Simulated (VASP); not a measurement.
Crystal: Be.

```
Be
1.0
    -1.26342    1.26342    1.26342
     1.26342   -1.26342    1.26342
     1.26342    1.26342   -1.26342
Be
1
Direct
  0.00000 0.00000 0.00000
```

Base run:

| Item | Value |
| --- | --- |
| Program | VASP 6.6.1 |
| Functional | RPBE |
| Potentials or basis | VASP PAW PBE potentials, release 64 (Be) |
| Cutoff | 520 eV |
| k mesh | 10 × 10 × 10 |
| Occupations | gaussian, width 0.0164 eV |
| Spin | no spin polarisation |

Its results: band gap on the k mesh zero (band 1 reaches 11.76 eV, above the bottom of band 2 at 6.81 eV); pressure -0.6 GPa.

**Question.** The run is repeated on the same cell with these changes: functional from RPBE to r2SCAN. What comes out?

**Answer.** Band gap on the k mesh zero (band 1 reaches 12.15 eV, above the bottom of band 2 at 6.78 eV); pressure -3.5 GPa.

Caveats: the PAW data sets were made with another functional, which shifts forces and pressure a little.
